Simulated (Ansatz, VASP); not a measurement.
## Two plane-wave programs on BaTe

INCAR

```
SYSTEM = BaTe
PREC = Accurate
ENCUT = 520
EDIFF = 1E-6
ISMEAR = -1
SIGMA = 0.02
LREAL = .False.
LASPH = .True.
NELM = 60
ALGO = Normal
ISIF = 2
LWAVE = .False.
LCHARG = .False.
GGA = PE
NBANDS = 15
```

The input KPOINTS:

```
regular mesh
0
Gamma
  6 6 6
  0 0 0
```

File POSCAR:

```
BaTe
1.0
    0.0000000000      3.5323868345      3.5323868345
    3.4970629662      0.0000000000      3.5323868345
    3.4970629662      3.5323868345      0.0000000000
Ba Te
1 1
Direct
    0.0000000000      0.0000000000      0.0000000000
    0.5000000000      0.5000000000      0.5000000000
```

Input for Ansatz:

```yaml
crystal:
  lattice:
    - [0.0, 3.5323868345, 3.5323868345]
    - [3.4970629662, 0.0, 3.5323868345]
    - [3.4970629662, 3.5323868345, 0.0]
  atoms:
    - { symbol: Ba, position: [0.0, 0.0, 0.0] }
    - { symbol: Te, position: [0.5, 0.5, 0.5] }
kpoints:
  mp_grid: { grid: [6, 6, 6] }
  band_path:
    path:
      - [0.0, 0.0, 0.0]
      - [0.5, 0.0, 0.5]
      - [0.625, 0.25, 0.625]
      - [0.375, 0.375, 0.75]
      - [0.5, 0.5, 0.5]
      - [0.5, 0.25, 0.75]
      - [0.0, 0.5, 0.5]
    npoints: 1
hamiltonian:
  xc: pbe
scf:
  occupations: { method: fermi_dirac, width: 0.02 }
  n_extra_bands: 4
output:
  forces: true
  stress: true
  eigenvalues: true
```

Change from the starting cell: uniaxial_x strain -1.0%.

Alike in both runs: task single point; functional PBE; k mesh 6 × 6 × 6; occupations fermi-dirac, width 0.02 eV; no spin polarisation.

```csv
,VASP,Ansatz
version,VASP 6.6.1,Ansatz 0.2.0
potentials or method,"VASP PAW PBE potentials, release 64 (Ba_sv, Te)","plane waves, PAW"
plane-wave cutoff (eV),520,420
valence electrons in the cell,16,26
```

VASP gave:

* gap on the k mesh at the Fermi level (eV): 1.54
* pressure (GPa): 0.6
* traceless stress, the component that is largest in VASP (GPa): 0.44

Which values does Ansatz return?

gap on the k mesh at the Fermi level (eV): 1.62; pressure (GPa): 0.3; traceless stress, the component that is largest in VASP (GPa): 0.41.

VASP's potentials hold 16 valence electrons a cell and Ansatz's 26, so a difference there can come from the potentials and not from the codes.

Spin-orbit coupling is off throughout.
